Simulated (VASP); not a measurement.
Input of a VASP 6.6.1 run:

The input INCAR:

```
SYSTEM = MgO
  PREC = Accurate
  ENCUT = 520
  EDIFF = 1E-8
  ISMEAR = 0
  SIGMA = 0.01
  LREAL = .False.
  LASPH = .True.
  NELM = 80
  ALGO = Normal
  ISIF = 2
  LWAVE = .False.
  LCHARG = .False.
  GGA = CA
  NBANDS = 11
  IBRION = 8
  NSW = 1
  LEPSILON = .True.
```

File KPOINTS:

```
Automatic mesh
0
Gamma
  10 10 10
  0 0 0
```

File POSCAR:

```
MgO
1.0
    0.0000000000      1.9684291237      1.9684291237
    1.9684291237      0.0000000000      1.9684291237
    1.9684291237      1.9684291237      0.0000000000
Mg O
1 1
Direct
    0.0000000000      0.0000000000      0.0000000000
    0.5000000000      0.5000000000      0.5000000000
```

Potentials or basis: VASP PAW LDA potentials, release 64 (Mg, O).

Run with:

```sh
$ cat potpaw_LDA.64/Mg/POTCAR potpaw_LDA.64/O/POTCAR > POTCAR
$ mpirun -np 1 vasp_std > vasp.out
```

Problem. What does it give for the electronic dielectric tensor (diagonal)?

Solution. 2.96.

Problem. What does it give for the Born charges (mean of the diagonal)?

Solution. Mg +1.89; O -1.89 e.

Problem. What does it give for the highest phonon frequency at Γ, LO-TO splitting left out?

Solution. 582 cm⁻¹.

Born effective charge tensors (e):
atom 1, Mg
```
1.89 0.00 0.00
0.00 1.89 0.00
0.00 0.00 1.89
```
atom 2, O
```
-1.89  0.00  0.00
 0.00 -1.89  0.00
 0.00  0.00 -1.89
```

Caveat: the cell stands under pressure or tension, which shifts response properties.
